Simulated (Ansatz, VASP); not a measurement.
## Ti: VASP beside Ansatz

INCAR

```
SYSTEM = Ti
PREC = Accurate
ENCUT = 520
EDIFF = 1E-7
ISMEAR = 0
SIGMA = 0.15
LREAL = .False.
LASPH = .True.
NELM = 80
ALGO = Fast
ISIF = 2
LWAVE = .False.
LCHARG = .False.
GGA = PS
NBANDS = 12
```

Contents of KPOINTS:

```
Automatic mesh
0
Gamma
  26 26 26
  0 0 0
```

POSCAR

```
Ti
1.0
   -1.5649881613      1.6051160629      1.6051160629
    1.5649881613     -1.6051160629      1.6051160629
    1.5649881613      1.6051160629     -1.6051160629
Ti
1
Direct
    0.0000000000      0.0000000000      0.0000000000
```

Input for Ansatz:

```yaml
crystal:
  lattice:
    - [-1.5649881613, 1.6051160629, 1.6051160629]
    - [1.5649881613, -1.6051160629, 1.6051160629]
    - [1.5649881613, 1.6051160629, -1.6051160629]
  atoms:
    - { symbol: Ti, position: [0.0, 0.0, 0.0] }
basis:
  ecutwfc: 420
kpoints:
  mp_grid: { grid: [26, 26, 26] }
hamiltonian:
  xc: pbesol
scf:
  occupations: { method: gaussian, width: 0.15 }
output:
  forces: true
  stress: true
  eigenvalues: true
```

Change from the starting cell: strain -0.0250 x Voigt [1, 0, 0, 0, 0, 0], atoms carried along.

Alike in both runs: task single point; functional PBEsol; k mesh 26 × 26 × 26; occupations gaussian, width 0.15 eV; no spin polarisation.

|  | VASP | Ansatz |
| --- | --- | --- |
| version | VASP 6.6.1 | Ansatz 0.2.0 |
| potentials or method | VASP PAW PBE potentials, release 64 (Ti_sv), cutoff 520 eV | scalar-relativistic, plane waves, PAW |
| valence electrons in the cell | 12 | 12 |

Ansatz gave:

| Property | Result |
| --- | --- |
| gap on the k mesh at the Fermi level (eV) | none |
| pressure (GPa) | 3.0 |
| traceless stress, the component that is largest in VASP (GPa) | -0.38 |

Estimate VASP's values.

gap on the k mesh at the Fermi level (eV): none; pressure (GPa): 2.7; traceless stress, the component that is largest in VASP (GPa): -0.39.

VASP's potentials were made for PBE, not for PBEsol. A gap of «none» marks a metal or a gap that the smearing closes.
